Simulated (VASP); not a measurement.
Here is a VASP 6.6.1 calculation.

File INCAR:

```
  ALGO = Normal
  EDIFF = 1E-7
  ENCUT = 520
  GGA = PE
  ISIF = 2
  ISMEAR = 0
  LASPH = True
  LCHARG = False
  LREAL = False
  LWAVE = False
  NBANDS = 14
  NELM = 60
  PREC = Accurate
  SIGMA = 0.15
```

KPOINTS

```
k-points
0
Gamma
  18 18 18
```

POSCAR

```
HfC
1.0
    0.0000000000      2.3947500000      2.3598750000
    2.3947500000      0.0000000000      2.3598750000
    2.3947500000      2.3947500000      0.0000000000
Hf C
1 1
Direct
    0.5000000000      0.5000000000      0.5000000000
    0.0000000000      0.0000000000      0.0000000000
```

Potentials or basis: VASP PAW PBE potentials, release 64 (Hf_pv, C).

The run is started by

```bash
$ cat potpaw_PBE.64/Hf_pv/POTCAR potpaw_PBE.64/C/POTCAR > POTCAR
$ mpirun -np 1 vasp_std > vasp.out
```

(1) Estimate the pressure.

(2) What does it give for the band gap on the k mesh?

Results:

(1) -15.5 GPa.

(2) zero (bands 7 and 8 overlap by 1.50 eV).

Caveat: the cell differs from its parent crystal (strain +0.030 along x and y, +0.015 along z); the cell stands under tension; spin-orbit coupling is left out, which moves the levels of the heavy elements.
